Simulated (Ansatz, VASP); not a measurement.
# Mg3Te2 in VASP and in Ansatz

```
CELL_PARAMETERS angstrom
5.78528 0.00000 0.00000
-2.89264 5.01020 0.00000
0.00000 0.00000 6.19458
ATOMIC_POSITIONS crystal
Mg 0.50000 0.00000 0.50000
Mg 0.00000 0.50000 0.50000
Mg 0.50000 0.50000 0.50000
Te 0.00000 0.00000 0.24821
Te 0.00000 0.00000 0.75179
```

Alike in both runs: task relaxation of cell and atoms; functional PBE; k mesh 6 × 6 × 6; occupations gaussian, width 0.1 eV; no spin polarisation.

```csv
,VASP,Ansatz
version,VASP 6.6.1,Ansatz 0.2.0
potentials or method,"VASP PAW PBE potentials, release 64 (Mg, Te), cutoff 600 eV","scalar-relativistic, plane waves, PAW"
valence electrons in the cell,18,62
```

|  | VASP | Ansatz | Ansatz less VASP |
| --- | --- | --- | --- |
| gap on the k mesh at the Fermi level, each at its own relaxed structure (eV) | none | none | - |
| relaxed volume (Å³/atom) | 36.02 | 36.11 | +0.095 |
| relaxed cell length with the largest relative difference (Å) | 5.824 | 5.833 | +0.0086 |

A gap of «none» marks a metal or a gap that the smearing closes. VASP's potentials hold 18 valence electrons a cell and Ansatz's 62, so a difference there can come from the potentials and not from the codes.

Spin-orbit coupling is off throughout.
